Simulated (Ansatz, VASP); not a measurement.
## One calculation of Ge, two programs

```
Ge
1.0
     4.06937    0.00000    0.00000
    -2.03469    3.52418    0.00000
     0.00000    0.00000   26.63372
Ge
16
Direct
  0.00000 0.00000 0.04679
  0.00000 0.00000 0.54679
  0.00000 0.00000 0.45321
  0.00000 0.00000 0.95321
  0.33333 0.66667 0.07801
  0.66667 0.33333 0.57801
  0.33333 0.66667 0.42199
  0.66667 0.33333 0.92199
  0.33333 0.66667 0.17149
  0.66667 0.33333 0.67149
  0.33333 0.66667 0.32851
  0.66667 0.33333 0.82851
  0.33333 0.66667 0.79719
  0.66667 0.33333 0.29719
  0.33333 0.66667 0.70281
  0.66667 0.33333 0.20281
```

Alike in both runs: task single point; functional PBE; k mesh 6 × 6 × 1; occupations gaussian, width 0.1 eV; no spin polarisation.

|  | VASP | Ansatz |
| --- | --- | --- |
| version | VASP 6.6.1 | Ansatz 0.2.0 |
| potentials or method | VASP PAW PBE potentials, release 64 (Ge_d), cutoff 520 eV | scalar-relativistic, plane waves, PAW |
| valence electrons in the cell | 224 | 224 |

|  | VASP | Ansatz | Ansatz less VASP |
| --- | --- | --- | --- |
| pressure (GPa) | 0.1 | 0.1 | +0.05 |
| traceless stress, the component that is largest in VASP (GPa) | -0.27 | -0.28 | -0.007 |
| rms of the force components (eV/Å) | 0.009 | 0.010 | +0.0006 |

Atom by atom the forces differ by 0.001 eV/Å (rms over components). The functional is the same, so the differences come from potentials, cutoffs and numerics.
